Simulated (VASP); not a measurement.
Input of a VASP 6.6.1 run:

The input INCAR:

```
ALGO = Normal ; EDIFF = 1E-7
EDIFFG = -0.01 ; ENCUT = 520
GGA = PE ; GGA_COMPAT = F
IBRION = 2 ; ISIF = 2
ISMEAR = 0 ; IVDW = 12
LASPH = T ; LCHARG = F
LREAL = F ; LWAVE = F
NELM = 120 ; NELMIN = 4
NSW = 50 ; PREC = Accurate
SIGMA = 0.02
```

Contents of KPOINTS:

```
k-points
0
Gamma
  4 4 4
```

POSCAR

```
CO2
1.0
    5.7648638750      0.0000000000      0.0000000000
    0.0000000000      5.7648638750      0.0000000000
    0.0000000000      0.0000000000      5.7648638750
C O
4 8
Direct
    0.0000000000      0.0000000000      0.0000000000
    0.5000000000      0.0000000000      0.5000000000
    0.5000000000      0.5000000000      0.0000000000
    0.0000000000      0.5000000000      0.5000000000
    0.1181540715      0.1181540715      0.1181540715
    0.3818459285      0.8818459285      0.6181540715
    0.6181540715      0.3818459285      0.8818459285
    0.8818459285      0.6181540715      0.3818459285
    0.8818459285      0.8818459285      0.8818459285
    0.6181540715      0.1181540715      0.3818459285
    0.3818459285      0.6181540715      0.1181540715
    0.1181540715      0.3818459285      0.6181540715
```

Potentials or basis: VASP PAW PBE potentials, release 64 (C, O).

Launch:

```sh
$ cat potpaw_PBE.64/C/POTCAR potpaw_PBE.64/O/POTCAR > POTCAR
$ mpirun -np 1 vasp_std > vasp.out
```

Question: What does it give for the dispersion energy per atom?

Answer: -0.064 eV.

Question: Predict the energy gained by relaxing.

Answer: 0.7 meV/atom.

Question: Estimate the band gap on the k mesh.

Answer: 6.65 eV, direct.

Step by step:
| step | energy change (eV) | largest force (eV/Å) | pressure (GPa) |
| --- | --- | --- | --- |
| 1 | 0.0000 | 0.4730 | -1.58 |
| 2 | 0.1330 | 1.9955 | 4.68 |
| 3 | -0.0089 | 0.0007 | -0.36 |

 A k mesh can miss the band edges.
